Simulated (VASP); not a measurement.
# Cs8SnPb7Cl24 (a cell with a defect) in VASP: single point with PBEsol

Aim: the single point of Cs8SnPb7Cl24 (a cell with a defect) with PBEsol.

Program: VASP 6.6.1. These are calculated values, not measurements. Logs are shortened: lines on timing, memory, paths and dates and some standing lists are left out, and cuts for length are marked.

### Step 1. The cell of the first run

The cell holds a defect, 40 atoms: a = 11.234 Å, b = 11.234 Å, c = 11.234 Å, α = 90.00°, β = 90.00°, γ = 90.00°.

### Step 2. Single point, PBEsol

The input, INCAR:

```
SYSTEM = Cs8SnPb7Cl24
PREC = Accurate ; ENCUT = 400
EDIFF = 1E-6 ; ISMEAR = -1
SIGMA = 0.05 ; LREAL = Auto
LASPH = .TRUE. ; NELM = 120
ALGO = Normal ; ISIF = 2
LWAVE = .FALSE. ; LCHARG = .TRUE.
GGA = PS ; LELF = .TRUE.
LVHAR = .TRUE. ; ISYM = -1
NBANDS = 202 ; GGA_COMPAT = .FALSE.
```

The input, KPOINTS:

```
explicit points
1
Reciprocal
  0.25000000   0.25000000   0.25000000 1
```

The input, POSCAR:

```
Cs8SnPb7Cl24
1.0
   11.2343380000      0.0000000000      0.0000000000
    0.0000000000     11.2343380000      0.0000000000
    0.0000000000      0.0000000000     11.2343380000
Cs Sn Pb Cl
8 1 7 24
Direct
    0.0013150000      0.9856250000      0.9718260000
    0.0003410000      0.9726960000      0.4784700000
    0.0025890000      0.4726680000      0.9881220000
    0.0006880000      0.4796730000      0.4733150000
    0.4993470000      0.0197670000      0.0271210000
    0.4966650000      0.0272380000      0.5116830000
    0.5002840000      0.5273470000      0.0221660000
    0.4991980000      0.5139090000      0.5291650000
    0.2500630000      0.2500480000      0.2503040000
    0.2499690000      0.2504710000      0.7504560000
    0.2499240000      0.7502790000      0.2500250000
    0.2501260000      0.7502310000      0.7498240000
    0.7499320000      0.2499110000      0.2501810000
    0.7503280000      0.2500050000      0.7505440000
    0.7499660000      0.7499110000      0.2503050000
    0.7506590000      0.7498160000      0.7504860000
    0.2230060000      0.2158430000      0.0030020000
    0.2769400000      0.2842350000      0.4972770000
    0.2887320000      0.7847400000      0.9999600000
    0.2111110000      0.7153450000      0.4998750000
    0.7786680000      0.2107340000      0.0004780000
    0.7212690000      0.2886760000      0.5003140000
    0.7108620000      0.7864740000      0.0013210000
    0.7889020000      0.7134460000      0.5006780000
    0.0027310000      0.2288690000      0.2794910000
    0.0001810000      0.2927960000      0.7307140000
    0.0007180000      0.7867290000      0.2198910000
    0.9997000000      0.7232000000      0.7953790000
    0.4966800000      0.2707500000      0.2204350000
    0.4996110000      0.2069200000      0.7695280000
    0.5004630000      0.7128400000      0.2809260000
    0.4990620000      0.7770420000      0.7050360000
    0.2777780000      0.0026060000      0.2832350000
    0.2122810000      0.0003790000      0.7147970000
    0.2222290000      0.4972460000      0.2174980000
    0.2886530000      0.5001030000      0.7859420000
    0.7185750000      0.9999630000      0.2888300000
    0.7886840000      0.9993220000      0.7137450000
    0.7813440000      0.5001240000      0.2117190000
    0.7113440000      0.4992570000      0.7870070000
```

Potentials or basis: VASP PAW PBE potentials, release 64 (Cs_sv, Sn_d, Pb_d, Cl).

On the command line:

```sh
$ cat potpaw_PBE.64/Cs_sv/POTCAR potpaw_PBE.64/Sn_d/POTCAR potpaw_PBE.64/Pb_d/POTCAR potpaw_PBE.64/Cl/POTCAR > POTCAR
$ mpirun -np 1 vasp_std > vasp.out
```

OUTCAR:

```text
SYSTEM = Cs8SnPb7Cl24
   PREC = Accurate
   ENCUT = 400
   EDIFF = 1E-6
   ISMEAR = -1
   LREAL = Auto
   LASPH = .TRUE.
   NELM = 120
   ISIF = 2
   GGA = PS
   ISYM = -1

 ion  position               nearest neighbor table
   1  0.001  0.986  0.972-
   2  0.000  0.973  0.478-
   3  0.003  0.473  0.988-
   4  0.001  0.480  0.473-
   5  0.499  0.020  0.027-
   6  0.497  0.027  0.512-
   7  0.500  0.527  0.022-
   8  0.499  0.514  0.529-
   9  0.250  0.250  0.250-  29 2.80  25 2.81  18 2.82  35 2.82  17 2.82  33 2.82
  10  0.250  0.250  0.750-  26 2.85  30 2.85  36 2.87  34 2.87  17 2.88  18 2.89
  11  0.250  0.750  0.250-  27 2.85  31 2.87  20 2.87  19 2.87  33 2.88  35 2.88
  12  0.250  0.750  0.750-  32 2.86  20 2.87  34 2.87  19 2.87  36 2.87  28 2.88
  13  0.750  0.250  0.250-  21 2.86  22 2.86  37 2.86  39 2.87  25 2.87  29 2.87
  14  0.750  0.250  0.751-  26 2.86  21 2.86  22 2.86  40 2.86  30 2.87  38 2.88
  15  0.750  0.750  0.250-  31 2.85  23 2.86  39 2.86  37 2.86  27 2.87  24 2.88
  16  0.751  0.750  0.750-  28 2.86  38 2.87  24 2.87  40 2.88  23 2.88  32 2.89
  17  0.223  0.216  0.003-   9 2.82  10 2.88
  18  0.277  0.284  0.497-   9 2.82  10 2.89
  19  0.289  0.785  1.000-  11 2.87  12 2.87
  20  0.211  0.715  0.500-  11 2.87  12 2.87
  21  0.779  0.211  0.000-  13 2.86  14 2.86
  22  0.721  0.289  0.500-  13 2.86  14 2.86
[... 16 lines left out ...]
  39  0.781  0.500  0.212-  15 2.86  13 2.87
  40  0.711  0.499  0.787-  14 2.86  16 2.88

IMPORTANT INFORMATION: All symmetrisations will be switched off!
NOSYMM: (Re-)initialisation of all symmetry stuff for point group C_1.

----------------------------------------------------------------------------------------

                                     Primitive cell

  volume of cell :    1417.8897

  direct lattice vectors                    reciprocal lattice vectors
    11.234338000  0.000000000  0.000000000     0.089012811  0.000000000  0.000000000
     0.000000000 11.234338000  0.000000000     0.000000000  0.089012811  0.000000000
     0.000000000  0.000000000 11.234338000     0.000000000  0.000000000  0.089012811

  length of vectors
    11.234338000 11.234338000 11.234338000     0.089012811  0.089012811  0.089012811

  position of ions in fractional coordinates (direct lattice)
     0.001315000  0.985625000  0.971826000
     0.000341000  0.972696000  0.478470000
     0.002589000  0.472668000  0.988122000
     0.000688000  0.479673000  0.473315000
     0.499347000  0.019767000  0.027121000
     0.496665000  0.027238000  0.511683000
[... 32 lines left out ...]
     0.781344000  0.500124000  0.211719000
     0.711344000  0.499257000  0.787007000

  ion indices of the primitive-cell ions
   primitive index   ion index
                 1           1
                 2           2
                 3           3
                 4           4
                 5           5
                 6           6
[... 32 lines left out ...]
                39          39
                40          40

----------------------------------------------------------------------------------------

 KPOINTS: explicit points

Read explicit list of k-points.

 Found      1 k-points:

 Following reciprocal coordinates:
            Coordinates               Weight
  0.250000  0.250000  0.250000      1.000000
   k-points           NKPTS =      1   k-points in BZ     NKDIM =      1   number of bands    NBANDS=    202
   number of dos      NEDOS =    301   number of ions     NIONS =     40
   total plane-waves  NPLWV = 512000
   dimension x,y,z NGX =    80 NGY =   80 NGZ =   80
   dimension x,y,z NGXF=   160 NGYF=  160 NGZF=  160
   ions per type =               8   1   7  24
   NGX,Y,Z   is equivalent  to a cutoff of  11.84, 11.84, 11.84 a.u.
   NGXF,Y,Z  is equivalent  to a cutoff of  23.68, 23.68, 23.68 a.u.
 SYSTEM =  Cs8SnPb7Cl24
   PREC   = accura    normal or accurate (medium, high low for compatibility)
   ISTART =      0    job   : 0-new  1-cont  2-samecut
   ICHARG =      2    charge: 1-file 2-atom 10-const
   ISPIN  =      1    spin polarized calculation?
   LNONCOLLINEAR =      F non collinear calculations
   LSORBIT =      F    spin-orbit coupling
   LASPH  =      T    aspherical Exc in radial PAW
   ENCUT  =  400.0 eV  29.40 Ry    5.42 a.u.  18.32 18.32 18.32*2*pi/ulx,y,z
   NELM   =    120;   NELMIN=  2; NELMDL= -5     # of ELM steps
   EDIFF  = 0.1E-05   stopping-criterion for ELM
   LREAL  =      T    real-space projection
   EDIFFG = 0.1E-04   stopping-criterion for IOM
   NSW    =      0    number of steps for IOM
   IBRION =     -1    ionic relax: 0-MD 1-quasi-New 2-CG
   NFREE  =      0    steps in history (QN), initial steepest desc. (CG)
   ISIF   =      2    stress and relaxation
   ISYM   =     -1    0-nonsym 1-usesym 2-fastsym
   POTIM  = 0.5000    time-step for ionic-motion
   TEBEG  =    0.0;   TEEND  =   0.0 temperature during run
   PSTRESS=    0.0 pullay stress
   NELECT =     352.0000    total number of electrons
   NUPDOWN=      -1.0000    fix difference up-down
   EMIN   =  10.00;   EMAX   =-10.00  energy-range for DOS
   EFERMI =   0.00;   METHOD = LEGACY
   ISMEAR =    -1;   SIGMA  =   0.05  broadening in eV -4-tet -1-fermi 0-gaus
   EFERMI_NEDOS =   21; number of points for ismear=-14 and -15
   IALGO  =     38    algorithm
   IMIX   =      4    mixing-type and parameters
     AMIX     =   0.40;   BMIX     =  1.00
     AMIX_MAG =   1.60;   BMIX_MAG =  1.00
  volume/ion in A,a.u.               =      35.45       239.21
  Fermi-wavevector in a.u.,A,eV,Ry     =   1.028904  1.944347 14.403721  1.058644
  Thomas-Fermi vector in A             =   2.162924
   LORBIT       =      0    0 simple, 1 ext, 2 COOP (PROOUT), +10 PAW based schemes
   GGA     = PS    functional components
   LHFCALC =     F    Hartree Fock is set to
   AEXX    =    0.0000 exact exchange contribution
   IVDW    =     0    specifies the selected vdW correction
   LEPSILON=     F    determine dielectric tensor
   LRPA    =     F    only Hartree local field effects (RPA)
 non-spin polarized calculation
  energy-cutoff  :      400.00
  volume of cell :     1417.89
 maximum number of plane-waves:     25731
 NGX is ok and might be reduce to    80
   NGX = 37   NGY = 37   NGZ = 37

 number of electron     352.0000037 magnetization

 Free energy of the ion-electron system (eV)
  ---------------------------------------------------
  ext. energy  EPLUGINS =         0.00000000
  ---------------------------------------------------
  free energy    TOTEN  =      -147.69193297 eV

  energy without entropy =     -147.69193297  energy(sigma->0) =     -147.69193297

 E-fermi :   1.8933     XC(G=0):  -7.9719

 val. band max:        0.6578237869   @ k =   0.2500   0.2500   0.2500
 cond. band min:       3.8630325804   @ k =   0.2500   0.2500   0.2500
 fundamental gap:      3.2052087934
 Fermi energy:         1.8932921056

 k-point     1 :       0.2500    0.2500    0.2500
  band No.  band energies     occupation
      1     -19.7066      2.00000
      2     -19.7063      2.00000
      3     -19.6871      2.00000
      4     -19.6842      2.00000
      5     -19.6801      2.00000
      6     -19.4647      2.00000
[... 180 lines left out ...]
    187       4.4508      0.00000
    188       4.4711      0.00000
 [bands above 188 left out]

------------------------ aborting loop because EDIFF is reached ----------------------------------------

  FORCE on cell =-STRESS in cart. coord.  units (eV):
  Direction    XX          YY          ZZ          XY          YZ          ZX
  --------------------------------------------------------------------------------------
  -------------------------------------------------------------------------------------
  Total       -7.2992914     -7.1023996     -7.0845653     -0.1612869      1.0607847     -0.1645489
  in kB       -8.2480033     -8.0255209     -8.0053686     -0.1822499      1.1986582     -0.1859358
  external PRESSURE =      -8.0929643 kB  Pullay stress =       0.0000000 kB

 VOLUME and BASIS-vectors are now :
 -----------------------------------------------------------------------------
  energy-cutoff  :      400.00
  volume of cell :     1417.89
      direct lattice vectors                 reciprocal lattice vectors
    11.234338000  0.000000000  0.000000000     0.089012811  0.000000000  0.000000000
     0.000000000 11.234338000  0.000000000     0.000000000  0.089012811  0.000000000
     0.000000000  0.000000000 11.234338000     0.000000000  0.000000000  0.089012811

 POSITION                                       TOTAL-FORCE (eV/Angst)
 -----------------------------------------------------------------------------------
      0.01477     11.07284     10.91782         0.004008     -0.000046      0.003507
      0.00383     10.92760      5.37529        -0.001145      0.003147      0.001773
      0.02909      5.31011     11.10090         0.004107      0.001417      0.011147
      0.00773      5.38881      5.31738         0.002842      0.006823     -0.004636
      5.60983      0.22207      0.30469        -0.004378     -0.001618     -0.002508
      5.57970      0.30600      5.74842         0.002862     -0.000623      0.003110
[... 32 lines left out ...]
      8.77788      5.61856      2.37852        -0.002461     -0.016425      0.000667
      7.99148      5.60882      8.84150         0.007180      0.006894      0.001311
 -----------------------------------------------------------------------------------
    total drift:                               -0.000085      0.000802     -0.000440

  FREE ENERGIE OF THE ION-ELECTRON SYSTEM (eV)
  ---------------------------------------------------
  free  energy   TOTEN  =      -147.6919329709 eV

  energy  without entropy=     -147.6919329709  energy(sigma->0) =     -147.69193297
```

Wall time 4.7 min (1 thread of Intel Xeon Platinum 8488C (Sapphire Rapids), shared host); peak memory 1 GiB.

Results:

| Property | Result |
| --- | --- |
| Free energy | -147.6919 eV |
| Pressure | -0.8 GPa |
| Largest force | 0.032 eV/Å |
| Band gap on the k mesh | 3.21 eV |

Forces on the atoms (eV/Å):
```
Cs   0.004  0.000  0.004
Cs  -0.001  0.003  0.002
Cs   0.004  0.001  0.011
Cs   0.003  0.007 -0.005
Cs  -0.004 -0.002 -0.003
Cs   0.003 -0.001  0.003
Cs  -0.005 -0.003  0.000
Cs  -0.003  0.004 -0.003
Sn  -0.004  0.007 -0.004
Pb   0.017 -0.012 -0.003
Pb   0.013 -0.014  0.001
Pb   0.009  0.001  0.004
Pb   0.000 -0.001  0.009
Pb  -0.022 -0.016 -0.012
Pb   0.001  0.003  0.010
Pb  -0.030  0.006 -0.006
Cl  -0.004  0.008  0.004
Cl   0.001 -0.007 -0.002
Cl  -0.003  0.001  0.002
Cl   0.000  0.001  0.002
Cl   0.003  0.004  0.002
Cl   0.002 -0.003 -0.004
Cl   0.005 -0.002 -0.020
Cl   0.002 -0.003  0.006
Cl  -0.008 -0.007  0.001
Cl  -0.006  0.001 -0.001
Cl  -0.008  0.001  0.000
Cl  -0.004 -0.003  0.000
Cl   0.011  0.008  0.002
Cl   0.011  0.006  0.002
Cl  -0.007  0.004 -0.004
Cl   0.023 -0.003  0.004
Cl  -0.003  0.001 -0.002
Cl  -0.002  0.005  0.000
Cl   0.001 -0.001 -0.002
Cl  -0.006 -0.006 -0.003
Cl   0.004  0.013 -0.003
Cl   0.000  0.006  0.004
Cl  -0.002 -0.016  0.001
Cl   0.007  0.007  0.001
```

Stress tensor (GPa, compression positive):
```
-0.82 -0.02 -0.02
-0.02 -0.80  0.12
-0.02  0.12 -0.80
```

Caveat: the PAW data sets were made with another functional, which shifts forces and pressure a little; spin-orbit coupling is left out, which moves the levels of the heavy elements.
